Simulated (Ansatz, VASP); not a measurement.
**NbPdSe3: VASP beside Ansatz**

```
Nb Pd Se
1.0
     4.77214    0.00000    0.00000
     0.00000    4.77214    0.00000
     0.00000    0.00000    6.62920
Nb Pd Se
1 1 3
Direct
  0.00000 0.00000 0.71466
  0.50000 0.50000 0.68456
  0.00000 0.50000 0.55172
  0.00000 0.00000 0.05902
  0.50000 0.00000 0.55172
```

Change from the starting cell: species swapped into the CsInBr3 type (P4mm, No. 99).

Alike in both runs: functional PBE; k mesh 4 × 4 × 4; occupations gaussian, width 0.1 eV; collinear spin.

Ansatz relaxed the structure, and its values are those at the end. VASP's run is a single point on that final structure, the one shown.

|  | VASP | Ansatz |
| --- | --- | --- |
| version | VASP 6.6.1 | Ansatz 0.2.0 |
| potentials or method | VASP PAW PBE potentials, release 64 (Nb_sv, Pd, Se), cutoff 520 eV | scalar-relativistic, plane waves, PAW |
| valence electrons in the cell | 41 | 79 |

|  | VASP | Ansatz | Ansatz less VASP |
| --- | --- | --- | --- |
| gap on the k mesh at the Fermi level (eV) | none | none | - |
| pressure (GPa) | 0.1 | 0.1 | 0.00 |
| rms of the force components (eV/Å) | 0.004 | 0.005 | +0.0012 |
| net moment per atom (μB) | 0.00 | 0.00 | 0.000 |

A gap of «none» marks a metal or a gap that the smearing closes. With one functional, cell and mesh, what is left measures potentials, basis and numerics. VASP's potentials hold 41 valence electrons a cell and Ansatz's 79, so a difference there can come from the potentials and not from the codes. Ansatz's warnings: seeded moment not kept.
